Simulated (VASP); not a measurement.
Input of a VASP 6.6.1 run:

Contents of INCAR:

```
ALGO = Normal ; EDIFF = 1E-6
ENCUT = 520 ; GGA = PE
ISIF = 2 ; ISMEAR = 0
LASPH = T ; LCHARG = F
LREAL = F ; LWAVE = F
NBANDS = 11 ; NELM = 100
PREC = Accurate ; SIGMA = 0.15
```

The input KPOINTS:

```
k-points
0
Gamma
  14 14 14
```

File POSCAR:

```
Ca
1.0
    0.0000000000      2.8780260000      2.8780260000
    2.8780260000      0.0000000000      2.8780260000
    2.8780260000      2.8780260000      0.0000000000
Ca
1
Direct
    0.0000000000      0.0000000000      0.0000000000
```

Potentials or basis: VASP PAW PBE potentials, release 64 (Ca_sv).

The run is started by

```bash
$ cat potpaw_PBE.64/Ca_sv/POTCAR > POTCAR
$ mpirun -np 1 vasp_std > vasp.out
```

Q: What does it give for the pressure?

A: -1.7 GPa.

Q: Estimate the band gap on the k mesh.

A: Zero (band 5 reaches 1.72 eV, above the bottom of band 6 at 1.27 eV).

Caveat: the cell differs from its parent crystal (strain +0.030 along x and y, +0.030 along z).
